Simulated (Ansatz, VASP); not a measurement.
## BN in VASP and in Ansatz

```
B N
1.0
     0.00000    1.80750    1.80750
     1.80750    0.00000    1.80750
     1.80750    1.80750    0.00000
B N
1 1
Cartesian
  0.0000 0.0000 0.0000
  2.7113 2.7113 2.7113
```

Alike in both runs: task electric field gradients; functional PBE; k mesh 11 × 11 × 11; occupations fermi-dirac, width 0.02 eV; no spin polarisation.

|  | VASP | Ansatz |
| --- | --- | --- |
| version | VASP 6.6.1 | Ansatz 0.2.0 |
| potentials or method | VASP PAW PBE potentials, release 64 (B, N) | PAW with Ansatz's default frozen-core files, scalar-relativistic |
| plane-wave cutoff (eV) | 520 | 420 |
| valence electrons in the cell | 8 | 8 |

|  | VASP | Ansatz | Ansatz less VASP |
| --- | --- | --- | --- |
| gap on the k mesh at the Fermi level (eV) | 4.56 | 4.58 | +0.012 |
| pressure (GPa) | 3.3 | 3.0 | -0.26 |

The functional is the same, so the differences come from potentials, cutoffs and numerics.
